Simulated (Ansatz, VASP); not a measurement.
**FeO: VASP beside Ansatz**

```xyz
2
Lattice="0.0000 2.1554 2.1554 2.1554 0.0000 2.1554 2.1554 2.1554 0.0000" Properties=species:S:1:pos:R:3 pbc="T T T"
Fe    0.0449    0.0680    0.0221
O     2.1631    2.1655    2.2137
```

Change from the starting cell: atoms moved at random, drawn with an rms of 0.05 Å.

Alike in both runs: task single point; functional PBE; k mesh 11 × 11 × 11; occupations fermi-dirac, width 0.05 eV; collinear spin.

```csv
,VASP,Ansatz
version,VASP 6.6.1,Ansatz 0.2.0
potentials or method,"VASP PAW PBE potentials, release 64 (Fe, O), cutoff 520 eV","all-electron LAPW, scalar-relativistic"
```

```csv
,VASP,Ansatz,Ansatz less VASP
gap on the k mesh at the Fermi level (eV),none,none,-
pressure (GPa),0.4,0.2,-0.15
"traceless stress, the component that is largest in VASP (GPa)",0.37,0.36,-0.010
rms of the force components (eV/Å),0.137,0.134,-0.0030
net moment per atom (μB),2.00,2.00,0.000
size of the moment on the site where the two differ most (μB),0.30,0.32,+0.017
```

Site moments also hang on the region over which each program counts them. Atom by atom the forces differ by 0.003 eV/Å (rms over components). A gap of «none» marks a metal or a gap that the smearing closes. Ansatz ran all-electron here, and VASP with PAW potentials.
